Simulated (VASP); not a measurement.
# RhN (P4/nmm) in VASP: single point with PBE

Aim: the single point of RhN with PBE.

Program: VASP 6.6.1. These are calculated values, not measurements. Logs are shortened: lines on timing, memory, paths and dates and some standing lists are left out, and cuts for length are marked.

### Step 1. The cell of the first run

It takes space group P4/nmm (No. 129, tetragonal). Conventional cell: a = 3.317 Å, b = 3.317 Å, c = 4.857 Å, α = 90.00°, β = 90.00°, γ = 90.00°. Within 2.8 Å of Rh (site symmetry -4m2) lie 4 N at 2.11 Å and 4 Rh at 2.35 Å. Within 2.8 Å of N (site symmetry 4mm) lie 4 Rh at 2.11 Å.

### Step 2. Single point, PBE, collinear spin, zero start

File INCAR:

```
SYSTEM = RhN
ALGO     = Normal         ! electronic algorithm
EDIFF    = 1E-7           ! SCF threshold, eV
ENCUT    = 520            ! plane-wave cutoff, eV
GGA      = PE             ! functional
ISIF     = 2              ! what is computed and relaxed
ISMEAR   = 0              ! smearing method
ISPIN    = 2              ! spin polarisation
LASPH    = .True.         ! aspherical terms in the spheres
LCHARG   = .False.        ! write CHGCAR
LMAXMIX  = 4              ! l up to which the mixer works
LORBIT   = 11             ! projections on sites
LREAL    = .False.        ! projectors in reciprocal space
LWAVE    = .False.        ! write WAVECAR
MAGMOM   = 0 0 0 0 0 0 0 0 ! initial moments
NBANDS   = 54             ! bands
NELM     = 150            ! most SCF steps
PREC     = Accurate       ! precision mode
SIGMA    = 0.05           ! smearing width, eV
```

File KPOINTS:

```
k-points
0
Gamma
  6 6 6
  0 0 0
```

File POSCAR:

```
RhN
1.0
    3.3171255800      0.0000000000      4.8569053600
    0.0000000000      3.3171255800      4.8569053600
    0.0000000000      0.0000000000      9.7138107200
Rh N
4 4
Direct
    0.0000000000      0.0000000000      0.0000000000
    0.5000000000      0.5000000000      0.5000000000
    0.0000000000      0.0000000000      0.5000000000
    0.5000000000      0.5000000000      0.0000000000
    0.5000000000      0.0000000000      0.8835000000
    0.0000000000      0.5000000000      0.1165000000
    0.5000000000      0.0000000000      0.3835000000
    0.0000000000      0.5000000000      0.6165000000
```

Potentials or basis: VASP PAW PBE potentials, release 64 (Rh_pv, N).

The run is started by

```sh
$ cat potpaw_PBE.64/Rh_pv/POTCAR potpaw_PBE.64/N/POTCAR > POTCAR
$ mpirun -np 1 vasp_std > vasp.out
```

OUTCAR:

```text
SYSTEM = RhN
   EDIFF = 1E-7
   ENCUT = 520
   GGA = PE
   ISIF = 2
   ISMEAR = 0
   ISPIN = 2
   LASPH = .True.
   LORBIT = 11
   LREAL = .False.
   NELM = 150
   PREC = Accurate

 ion  position               nearest neighbor table
   1  0.000  0.000  0.000-   5 2.11   6 2.11   8 2.11   7 2.11   2 2.35   4 2.35   4 2.35   2 2.35
                             3 3.32   3 3.32   3 3.32   3 3.32
   2  0.500  0.500  0.500-   7 2.11   8 2.11   5 2.11   6 2.11   1 2.35   3 2.35   3 2.35   1 2.35
                             4 3.32   4 3.32   4 3.32   4 3.32
   3  0.000  0.000  0.500-   7 2.11   8 2.11   6 2.11   5 2.11   4 2.35   2 2.35   2 2.35   4 2.35
                             1 3.32   1 3.32   1 3.32   1 3.32
   4  0.500  0.500  0.000-   5 2.11   6 2.11   7 2.11   8 2.11   3 2.35   1 2.35   1 2.35   3 2.35
                             2 3.32   2 3.32   2 3.32   2 3.32
   5  0.500  0.000  0.883-   4 2.11   1 2.11   2 2.11   3 2.11
   6  0.000  0.500  0.117-   1 2.11   4 2.11   3 2.11   2 2.11
   7  0.500  0.000  0.383-   2 2.11   3 2.11   1 2.11   4 2.11
   8  0.000  0.500  0.617-   2 2.11   3 2.11   1 2.11   4 2.11

  LATTYP: Found a body centered tetragonal cell.
 ALAT       =     4.6911239833
 C/A-ratio  =     2.0706787445

  Lattice vectors:

 A1 = (   0.0000000000,  -3.3171255800,  -4.8569053600)
 A2 = (   0.0000000000,   3.3171255800,  -4.8569053600)
 A3 = (   3.3171255800,   0.0000000000,   4.8569053600)

Analysis of symmetry for initial positions (statically):
=====================================================================
 Subroutine PRICEL returns following result:

  LATTYP: Found a simple tetragonal cell.
 ALAT       =     3.3171255800
 C/A-ratio  =     1.4641909819
[... 12 lines left out ...]
 Subroutine GETGRP returns: Found 16 space group operations
 (whereof  8 operations were pure point group operations)
 out of a pool of 16 trial point group operations.

The static configuration has the point symmetry D_2d.
 The point group associated with its full space group is D_4h.

Analysis of symmetry for dynamics (positions and initial velocities):
=====================================================================
 Subroutine PRICEL returns following result:

  LATTYP: Found a simple tetragonal cell.
 ALAT       =     3.3171255800
 C/A-ratio  =     1.4641909819
[... 12 lines left out ...]
 Subroutine GETGRP returns: Found 16 space group operations
 (whereof  8 operations were pure point group operations)
 out of a pool of 16 trial point group operations.

The dynamic configuration has the point symmetry D_2d.
 The point group associated with its full space group is D_4h.

Analysis of structural, dynamic, and magnetic symmetry:
=====================================================================
 Subroutine PRICEL returns following result:

  LATTYP: Found a simple tetragonal cell.
 ALAT       =     3.3171255800
 C/A-ratio  =     1.4641909819
[... 12 lines left out ...]
 Subroutine GETGRP returns: Found 16 space group operations
 (whereof  8 operations were pure point group operations)
 out of a pool of 16 trial point group operations.

The overall configuration has the point symmetry D_2d.
 The point group associated with its full space group is D_4h.

 Subroutine INISYM returns: Found 16 space group operations
 (whereof  8 operations are pure point group operations),
 and found     2 'primitive' translations

----------------------------------------------------------------------------------------

                                     Primitive cell

  volume of cell :      53.4421

  direct lattice vectors                    reciprocal lattice vectors
     0.000000000 -3.317125580  0.000000000     0.000000000 -0.301465825  0.000000000
     3.317125580  0.000000000  0.000000000     0.301465825  0.000000000  0.000000000
     0.000000000  0.000000000  4.856905360     0.000000000  0.000000000  0.205892420

  length of vectors
     3.317125580  3.317125580  4.856905360     0.301465825  0.301465825  0.205892420

  position of ions in fractional coordinates (direct lattice)
     0.000000000  0.000000000  0.000000000
     0.500000000  0.500000000  1.000000000
     0.000000000  0.500000000  0.267000000
     0.500000000  0.000000000  0.733000000

  ion indices of the primitive-cell ions
   primitive index   ion index
                 1           1
                 2           4
                 3           5
[... 62 lines left out ...]
   NGXF,Y,Z  is equivalent  to a cutoff of  27.13, 27.13, 24.64 a.u.
 SYSTEM =  RhN
   PREC   = accura    normal or accurate (medium, high low for compatibility)
   ISTART =      0    job   : 0-new  1-cont  2-samecut
   ICHARG =      2    charge: 1-file 2-atom 10-const
   ISPIN  =      2    spin polarized calculation?
   LNONCOLLINEAR =      F non collinear calculations
   LSORBIT =      F    spin-orbit coupling
   LASPH  =      T    aspherical Exc in radial PAW
   ENCUT  =  520.0 eV  38.22 Ry    6.18 a.u.  10.94 10.94 18.06*2*pi/ulx,y,z
   NELM   =    150;   NELMIN=  2; NELMDL= -5     # of ELM steps
   EDIFF  = 0.1E-06   stopping-criterion for ELM
   LREAL  =      F    real-space projection
   EDIFFG = 0.1E-05   stopping-criterion for IOM
   NSW    =      0    number of steps for IOM
   IBRION =     -1    ionic relax: 0-MD 1-quasi-New 2-CG
   NFREE  =      0    steps in history (QN), initial steepest desc. (CG)
   ISIF   =      2    stress and relaxation
   ISYM   =      2    0-nonsym 1-usesym 2-fastsym
   POTIM  = 0.5000    time-step for ionic-motion
   TEBEG  =    0.0;   TEEND  =   0.0 temperature during run
   PSTRESS=    0.0 pullay stress
   NELECT =      80.0000    total number of electrons
   NUPDOWN=      -1.0000    fix difference up-down
   EMIN   =  10.00;   EMAX   =-10.00  energy-range for DOS
   EFERMI =   0.00;   METHOD = LEGACY
   ISMEAR =     0;   SIGMA  =   0.05  broadening in eV -4-tet -1-fermi 0-gaus
   EFERMI_NEDOS =   21; number of points for ismear=-14 and -15
   IALGO  =     38    algorithm
   IMIX   =      4    mixing-type and parameters
     AMIX     =   0.40;   BMIX     =  1.00
     AMIX_MAG =   1.60;   BMIX_MAG =  1.00
  volume/ion in A,a.u.               =      13.36        90.16
  Fermi-wavevector in a.u.,A,eV,Ry     =   1.486393  2.808876 30.060227  2.209364
  Thomas-Fermi vector in A             =   2.599685
   LORBIT       =     11    0 simple, 1 ext, 2 COOP (PROOUT), +10 PAW based schemes
   GGA     = PE    functional components
   LHFCALC =     F    Hartree Fock is set to
   AEXX    =    0.0000 exact exchange contribution
   IVDW    =     0    specifies the selected vdW correction
   LEPSILON=     F    determine dielectric tensor
   LRPA    =     F    only Hartree local field effects (RPA)
 spin polarized calculation
 Gauss-broadening in eV      SIGMA  =   0.05
  energy-cutoff  :      520.00
  volume of cell :      106.88
 maximum number of plane-waves:      2906
 NGX is ok and might be reduce to    48
   NGX = 21   NGY = 21   NGZ = 37

 number of electron      80.0000001 magnetization      -0.0000078

 number of electron      80.0000001 magnetization       0.0000042

 Free energy of the ion-electron system (eV)
  ---------------------------------------------------
  ext. energy  EPLUGINS =         0.00000000
  ---------------------------------------------------
  free energy    TOTEN  =       -51.73345791 eV

  energy without entropy =      -51.72941132  energy(sigma->0) =      -51.73143462

 E-fermi :   6.7470     XC(G=0): -11.3348

 val. band max:        6.7116659225   @ k =  -0.0000  -0.0000   0.1667
 cond. band min:       6.7650107011   @ k =  -0.3333   0.5000   0.3333
 fundamental gap:      0.0533447786
 Fermi energy:         6.7470448774

 spin component 1

 k-point     1 :       0.0000    0.0000    0.0000
  band No.  band energies     occupation
      1     -41.8675      1.00000
      2     -41.8675      1.00000
      3     -41.6555      1.00000
      4     -41.6555      1.00000
      5     -40.8782      1.00000
      6     -40.6941      1.00000
[... 1309 lines left out ...]
     51      14.8383      0.00000
     52      15.2453      0.00000

 [... further k-points ...]

 spin component 2

 k-point     1 :       0.0000    0.0000    0.0000
  band No.  band energies     occupation
      1     -41.8675      1.00000
      2     -41.8675      1.00000
      3     -41.6555      1.00000
      4     -41.6555      1.00000
      5     -40.8782      1.00000
      6     -40.6941      1.00000
[... 1309 lines left out ...]
     51      14.8383      0.00000
     52      15.2453      0.00000

 [... further k-points ...]

 [bands above 52 left out]

------------------------ aborting loop because EDIFF is reached ----------------------------------------

  FORCE on cell =-STRESS in cart. coord.  units (eV):
  Direction    XX          YY          ZZ          XY          YZ          ZX
  --------------------------------------------------------------------------------------
  -------------------------------------------------------------------------------------
  Total       29.6653518     29.6653518    -13.0790907      0.0000000     -0.0000000      0.0000000
  in kB      444.6790018    444.6790018   -196.0535325      0.0000000     -0.0000000      0.0000000
  external PRESSURE =     231.1014903 kB  Pullay stress =       0.0000000 kB

 VOLUME and BASIS-vectors are now :
 -----------------------------------------------------------------------------
  energy-cutoff  :      520.00
  volume of cell :      106.88
      direct lattice vectors                 reciprocal lattice vectors
     3.317125580  0.000000000  4.856905360     0.301465825  0.000000000  0.000000000
     0.000000000  3.317125580  4.856905360     0.000000000  0.301465825  0.000000000
     0.000000000  0.000000000  9.713810720    -0.150732913 -0.150732913  0.102946210

 POSITION                                       TOTAL-FORCE (eV/Angst)
 -----------------------------------------------------------------------------------
      0.00000      0.00000      0.00000         0.000000     -0.000000     -0.000000
      1.65856      1.65856      9.71381         0.000000     -0.000000     -0.000000
      0.00000      0.00000      4.85691        -0.000000      0.000000     -0.000000
      1.65856      1.65856      4.85691        -0.000000      0.000000     -0.000000
      1.65856      0.00000     11.01060        -0.000000     -0.000000     -2.678208
      0.00000      1.65856      3.56011         0.000000      0.000000      2.678208
      1.65856      0.00000      6.15370        -0.000000      0.000000     -2.678208
      0.00000      1.65856      8.41702        -0.000000      0.000000      2.678208
 -----------------------------------------------------------------------------------
    total drift:                                0.000000     -0.000000     -0.000000

  FREE ENERGIE OF THE ION-ELECTRON SYSTEM (eV)
  ---------------------------------------------------
  free  energy   TOTEN  =       -51.7334579123 eV

  energy  without entropy=      -51.7294113245  energy(sigma->0) =      -51.73143462

 total charge

# of ion       s       p       d       tot
------------------------------------------
    1        0.421   6.430   7.272  14.123
    2        0.421   6.430   7.272  14.123
    3        0.421   6.430   7.272  14.123
    4        0.421   6.430   7.272  14.123
    5        1.326   2.160   0.000   3.485
    6        1.326   2.160   0.000   3.485
    7        1.326   2.160   0.000   3.485
    8        1.326   2.160   0.000   3.485
--------------------------------------------------
tot          6.986  34.359  29.089  70.433

 magnetization (x)

# of ion       s       p       d       tot
------------------------------------------
    1       -0.000  -0.000  -0.000  -0.000
    2       -0.000  -0.000  -0.000  -0.000
    3       -0.000  -0.000  -0.000  -0.000
    4       -0.000  -0.000  -0.000  -0.000
    5        0.000  -0.000   0.000  -0.000
    6        0.000  -0.000   0.000  -0.000
    7        0.000  -0.000   0.000  -0.000
    8        0.000  -0.000   0.000  -0.000
--------------------------------------------------
tot          0.000  -0.000  -0.000  -0.000
```

Run time: 24 min. Hardware: 1 thread of Intel Xeon 8259CL, shared host; peak memory 0.68 GiB.

Results:

| Property | Result |
| --- | --- |
| Free energy | -51.7335 eV |
| Pressure | 23.1 GPa |
| Largest force | 2.678 eV/Å |
| Band gap on the k mesh | zero (filled and empty bands overlap) |
| Net moment | 0.00 μB per cell |
| Valence electrons inside the program's atomic spheres | Rh 14.12; N 3.48 |

Forces on the atoms (eV/Å):
```
Rh   0.000  0.000  0.000
Rh   0.000  0.000  0.000
Rh   0.000  0.000  0.000
Rh   0.000  0.000  0.000
N    0.000  0.000 -2.678
N    0.000  0.000  2.678
N    0.000  0.000 -2.678
N    0.000  0.000  2.678
```

Stress tensor (GPa, compression positive):
```
 44.47   0.00   0.00
  0.00  44.47   0.00
  0.00   0.00 -19.61
```

Levels at points of the mesh, in eV from the Fermi level:
Spin up:
```csv
k point,band 38,band 39,band 40,band 41,band 42,band 43
"(0.00, 0.00, 0.00)",-0.68,-0.68,0.27,0.27,0.27,0.33
"(0.50, 0.00, 0.00)",-2.54,-2.31,-2.31,1.44,1.44,1.51
"(0.50, 0.50, 0.00)",-0.68,-0.68,-0.27,0.33,0.48,0.48
"(0.00, 0.00, 0.50)",-1.56,-0.96,-0.96,0.94,0.94,1.35
```
Spin down:
| k point | band 36 | band 37 | band 38 | band 39 | band 40 | band 41 | band 42 | band 43 | band 44 | band 45 |
| --- | --- | --- | --- | --- | --- | --- | --- | --- | --- | --- |
| (0.00, 0.00, 0.00) | -1.43 | -1.33 | -0.68 | -0.68 | 0.27 | 0.27 | 0.27 | 0.33 | 1.46 | 1.99 |
| (0.50, 0.00, 0.00) | -2.86 | -2.54 | -2.54 | -2.31 | -2.31 | 1.44 | 1.44 | 1.51 | 1.51 | 1.55 |
| (0.50, 0.50, 0.00) | -0.98 | -0.98 | -0.68 | -0.68 | -0.27 | 0.33 | 0.48 | 0.48 | 1.78 | 1.78 |
| (0.00, 0.00, 0.50) | -1.95 | -1.56 | -1.56 | -0.96 | -0.96 | 0.94 | 0.94 | 1.35 | 1.35 | 1.50 |

Caveat: the stress differs along the axes, from -20 to 44 GPa; forces of over 1 eV/Å act on the atoms, so gaps and moduli don't describe the material at rest.

The gap in the log of VASP goes by the Fermi energy; the results here count the filled bands.